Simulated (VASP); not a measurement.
Here is a VASP 6.6.1 calculation.

File INCAR:

```
ALGO = Normal ; DIPOL = 0.5 0.5 0.394
EDIFF = 1E-6 ; ENCUT = 520
GGA = PE ; IDIPOL = 3
ISIF = 2 ; ISMEAR = 0
IVDW = 12 ; LASPH = True
LCHARG = False ; LDIPOL = True
LREAL = False ; LWAVE = False
NBANDS = 35 ; NELM = 60
PREC = Accurate ; SIGMA = 0.05
```

File KPOINTS:

```
k-points
0
Gamma
  9 9 1
```

File POSCAR:

```
WS2
1.0
    3.1595457497      0.0000000000      0.0000000000
   -1.5797728749      2.7362468836      0.0000000000
    0.0000000000      0.0000000000     23.8042575719
S W
4 2
Direct
    0.3333333333      0.6666666667      0.1890418126
    0.3333333333      0.6666666667      0.3214605103
    0.3333333333      0.6666666667      0.4668126596
    0.3333333333      0.6666666667      0.5992313572
    0.6666666667      0.3333333333      0.2552511581
    0.0000000000      1.0000000000      0.5330220050
```

Potentials or basis: VASP PAW PBE potentials, release 64 (S, W_sv).

Command:

```console
$ cat potpaw_PBE.64/S/POTCAR potpaw_PBE.64/W_sv/POTCAR > POTCAR
$ mpirun -np 1 vasp_std > vasp.out
```

Task: What does it give for the dispersion energy per atom?

Result: -0.352 eV.

Task: Predict the band gap on the k mesh.

Result: 1.72 eV, indirect (least direct gap 1.92 eV).

Task: Estimate the largest force.

Result: 0.045 eV/Å.

Forces on the atoms (eV/Å):
```
S    0.000  0.000  0.003
S    0.000  0.000 -0.045
S    0.000  0.000  0.045
S    0.000  0.000 -0.003
W    0.000  0.000  0.028
W    0.000  0.000 -0.028
```

Caveat: spin-orbit coupling is left out, which moves the levels of the heavy elements.
